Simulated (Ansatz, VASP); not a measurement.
**One calculation of ZnSe, two programs**

```
Zn Se
1.0
     0.00000    2.85074    2.85074
     2.85074    0.00000    2.85074
     2.85074    2.85074    0.00000
Zn Se
1 1
Direct
  0.00000 0.00000 0.00000
  0.25000 0.25000 0.25000
```

Alike in both runs: task single point; functional HSE06; k mesh 4 × 4 × 4; occupations fermi-dirac, width 0.05 eV; no spin polarisation.

|  | VASP | Ansatz |
| --- | --- | --- |
| version | VASP 6.6.1 | Ansatz 0.2.0 development build |
| potentials or method | VASP PAW PBE potentials, release 64 (Zn, Se) | plane waves, PAW datasets (generated hard set |
| plane-wave cutoff (eV) | 520 | 700 |
| valence electrons in the cell | 18 | 36 |

|  | VASP | Ansatz | Ansatz less VASP |
| --- | --- | --- | --- |
| gap on the k mesh at the Fermi level (eV) | 2.35 | 2.36 | +0.016 |

With one functional, cell and mesh, what is left measures potentials, basis and numerics. VASP's potentials hold 18 valence electrons a cell and Ansatz's 36, so a difference there can come from the potentials and not from the codes.

The k mesh is coarse, so the values compare programs but aren't converged.
